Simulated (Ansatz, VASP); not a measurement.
# C: VASP beside Ansatz

File INCAR:

```
SYSTEM = C
ALGO     = Normal         ! electronic algorithm
EDIFF    = 1E-6           ! SCF threshold, eV
ENCUT    = 600            ! plane-wave cutoff, eV
GGA      = RE             ! functional
GGA_COMPAT= .False.      
ISIF     = 2              ! what is computed and relaxed
ISMEAR   = 0              ! smearing method
LASPH    = .True.         ! aspherical terms in the spheres
LCHARG   = .False.        ! write CHGCAR
LREAL    = .False.        ! projectors in reciprocal space
LWAVE    = .False.        ! write WAVECAR
NBANDS   = 11             ! bands
NELM     = 120            ! most SCF steps
PREC     = Accurate       ! precision mode
SIGMA    = 0.01           ! smearing width, eV
```

File KPOINTS:

```
k-points
0
Gamma
  10 10 10
  0 0 0
```

File POSCAR:

```
C
1.0
    0.0000000000      1.7833700000      1.7833700000
    1.7833700000      0.0000000000      1.7833700000
    1.7833700000      1.7833700000      0.0000000000
C
2
Direct
    0.0000000000      0.0000000000      0.0000000000
    0.2500000000      0.2500000000      0.2500000000
```

Input for Ansatz:

```yaml
crystal:
  lattice:
    - [0.0, 1.78337, 1.78337]
    - [1.78337, 0.0, 1.78337]
    - [1.78337, 1.78337, 0.0]
  atoms:
    - { symbol: C, position: [0.0, 0.0, 0.0] }
    - { symbol: C, position: [0.25, 0.25, 0.25] }
accuracy: medium
kpoints:
  mp_grid:
    grid: [10, 10, 10]
    shift: [0.0, 0.0, 0.0]
hamiltonian:
  xc: revpbe
  pseudopotentials:
    kind: nc
scf:
  algorithm: density_mixing
  convergence:
    dr2_threshold: 1.0e-06
  lower_state_search: standard
  occupations:
    method: fixed
output:
  polarization: {}
```

Alike in both runs: task single point; functional revPBE; k mesh 10 × 10 × 10; no spin polarisation.

```csv
,VASP,Ansatz
version,VASP 6.6.1,Ansatz 0.2.0
potentials or method,"VASP PAW PBE potentials, release 64 (C)","plane waves, norm-conserving potentials"
plane-wave cutoff (eV),600,1116
occupations,"gaussian, width 0.01 eV",fixed
valence electrons in the cell,8,8
```

Ansatz gave:

```
gap on the k mesh at the Fermi level (eV) : 4.23
```

**Question.** Which values does VASP return?

**Answer.** gap on the k mesh at the Fermi level (eV): 4.16.

VASP's potentials were made for PBE, not for revPBE.
